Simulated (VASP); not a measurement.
Write the native input for VASP 6.6.1 that does the following.

```
Task                   : single point
Functional             : LDA
Potentials or basis    : VASP PAW LDA potentials, release 64 (Ru_pv, Si)
Cutoff                 : 520 eV
k mesh                 : 12 × 12 × 1
Occupations            : gaussian, width 0.1 eV
Spin                   : no spin polarisation
Dipole correction      : yes
Further INCAR settings : ALGO = Normal; EDIFF = 1e-07; NBANDS = 46
```

The structure of SiRu5 lies in POSCAR:

```
SiRu5
1.0
    2.6740588505      0.0000000000      0.0000000000
   -1.3370294252      2.3158028957      0.0000000000
    0.0000000000      0.0000000000     23.8999247755
Ru Si
5 1
Direct
    0.6666666667      0.3333333333      0.1673645435
    0.3333333333      0.6666666666      0.2557907839
    0.6666666667      0.3333333333      0.3443582822
    0.3333333333      0.6666666666      0.4334512798
    0.6666666667      0.3333333333      0.5188269374
    1.0000000000      0.5000000000      0.6119553998
```

The input as run:

INCAR

```
SYSTEM = SiRu5
PREC = Accurate
ENCUT = 520
EDIFF = 1E-7
ISMEAR = 0
SIGMA = 0.1
LREAL = .False.
LASPH = .True.
NELM = 80
ALGO = Normal
ISIF = 2
LWAVE = .False.
LCHARG = .True.
LDIPOL = .True.
IDIPOL = 3
DIPOL = 0.5 0.5 0.389
GGA = CA
LELF = .True.
LVHAR = .True.
LVACPOTAV = .True.
NBANDS = 46
```

KPOINTS

```
regular mesh
0
Gamma
  12 12 1
  0 0 0
```

Potentials or basis: VASP PAW LDA potentials, release 64 (Ru_pv, Si).

Run with:

```bash
$ cat potpaw_LDA.64/Ru_pv/POTCAR potpaw_LDA.64/Si/POTCAR > POTCAR
$ mpirun -np 1 vasp_std > vasp.out
```

Results of the run:

The largest force is 0.799 eV/Å and the band gap on the k mesh is zero (band 37 reaches 6.06 eV, above the bottom of band 38 at 3.51 eV).

Wall time 5.9 min on 1 thread of Intel(R) Xeon(R) 6975P-C (Granite Rapids) (shared host), peak memory 0.35 GiB.
